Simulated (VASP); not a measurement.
Write the native input for VASP 6.6.1 that does the following.

* Task: single point
* Functional: PBE
* Dispersion: D4
* Potentials or basis: VASP PAW PBE potentials, release 64 (Ga_d, P)
* Cutoff: 520 eV
* k mesh: 8 × 8 × 8
* Occupations: gaussian, width 0.05 eV
* Spin: no spin polarisation
* Dipole correction: no
* Further INCAR settings: ALGO = Normal; EDIFF = 1e-06; NBANDS = 16

The structure of GaP lies in POSCAR:

```
GaP
1.0
    0.0000000000      2.7256965861      2.7256965861
    2.7256965861      0.0000000000      2.7256965861
    2.7256965861      2.7256965861      0.0000000000
Ga P
1 1
Direct
    0.0000000000      0.0000000000      0.0000000000
    0.7500000000      0.7500000000      0.7500000000
```

The input as run:

INCAR

```
ALGO = Normal ; EDIFF = 1E-6
ENCUT = 520 ; GGA = PE
ISIF = 2 ; ISMEAR = 0
IVDW = 13 ; LASPH = T
LCHARG = F ; LREAL = F
LWAVE = F ; NBANDS = 16
NELM = 80 ; PREC = Accurate
SIGMA = 0.05
```

KPOINTS

```
k-points
0
Gamma
  8 8 8
```

Potentials or basis: VASP PAW PBE potentials, release 64 (Ga_d, P).

Launch:

```sh
$ cat potpaw_PBE.64/Ga_d/POTCAR potpaw_PBE.64/P/POTCAR > POTCAR
$ mpirun -np 1 vasp_std > vasp.out
```

Results of the run:

| Property | Result |
| --- | --- |
| Pressure | -0.9 GPa |
| Band gap on the k mesh | 1.64 eV, indirect (least direct gap 1.82 eV) |
| Dispersion energy per atom | -0.413 eV |

It took 10 s on 1 thread of Intel(R) Xeon(R) 6975P-C (Granite Rapids) (shared host), peak memory 0.17 GiB.
